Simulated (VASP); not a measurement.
Tl, 6 atoms in the cell. The cell holds a slab with vacuum, 6 atoms: a = 3.462 Å, b = 3.462 Å, c = 29.780 Å, α = 90.00°, β = 90.00°, γ = 60.00°. 

```yaml
Program: VASP 6.6.1
Task: single point
Functional: PBEsol
Potentials_or_basis: VASP PAW PBE potentials, release 64 (Tl_d)
Cutoff: 520 eV
k_mesh: 11 × 11 × 1
Occupations: methfessel-paxton, width 0.1 eV
Spin: no spin polarisation
Dipole_correction: yes
Further_INCAR_settings: ALGO = Normal; EDIFF = 1e-06; NBANDS = 48
```

Potentials or basis: VASP PAW PBE potentials, release 64 (Tl_d).

Run with:

```bash
$ cat potpaw_PBE.64/Tl_d/POTCAR > POTCAR
$ mpirun -np 1 vasp_std > vasp.out
```

Hardware: 1 thread of Intel(R) Xeon(R) 6975P-C (Granite Rapids), on a shared host.

Question: Estimate the wall time of this run.

Answer: It took 3.4 min on 1 thread of Intel(R) Xeon(R) 6975P-C (Granite Rapids) (shared host), peak memory 0.48 GiB. Counts: scf iterations 24, k points 16.
